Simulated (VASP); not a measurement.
Here is a VASP 6.6.1 calculation.

POSCAR

```
ZnO
1.0
    3.2137435726      0.0000000000      0.0000000000
   -1.6068717863      2.7831835751      0.0000000000
    0.0000000000      0.0000000000      5.3165577690
Zn O
2 2
Direct
    0.6666666667      0.3333333333      0.5036314936
    0.3333333333      0.6666666667      0.0036314936
    0.6666666672      0.3333333328      0.8766785064
    0.3333333328      0.6666666672      0.3766785064
```

File INCAR.step1:

```
SYSTEM = ZnO
PREC = Accurate ; ENCUT = 520
ISMEAR = 0 ; SIGMA = 0.02
LREAL = .False. ; LASPH = .True.
NELM = 100 ; NBANDS = 26
GGA = PE ; ALGO = Normal
EDIFF = 1E-4 ; LWAVE = .True.
LCHARG = .False.
```

The input INCAR.step2:

```
SYSTEM = ZnO
PREC = Accurate ; ENCUT = 520
EDIFF = 1E-7 ; ISMEAR = 0
SIGMA = 0.02 ; LREAL = .False.
LASPH = .True. ; NELM = 100
ALGO = Normal ; ISIF = 2
LWAVE = .False. ; LCHARG = .False.
METAGGA = R2SCAN ; LMIXTAU = .True.
NBANDS = 26 ; ISTART = 1
```

KPOINTS

```
Automatic mesh
0
Gamma
  12 12 6
  0 0 0
```

Potentials or basis: VASP PAW PBE potentials, release 64 (Zn, O).

The run is started by

```sh
$ cat potpaw_PBE.64/Zn/POTCAR potpaw_PBE.64/O/POTCAR > POTCAR
$ cp INCAR.step1 INCAR
$ mpirun -np 1 vasp_std > vasp.out
$ cp INCAR.step2 INCAR
$ mpirun -np 1 vasp_std > vasp.out
```

Task: What does it give for the largest force?

Result: 0.011 eV/Å.

Task: Estimate the band gap on the k mesh.

Result: 1.19 eV.

Task: What does it give for the pressure?

Result: 0.0 GPa.

Stress tensor (GPa, compression positive):
```
 0.96  0.00  0.00
 0.00  0.96  0.00
 0.00  0.00 -2.04
```

Caveat: the PAW data sets were made with another functional, which shifts forces and pressure a little.
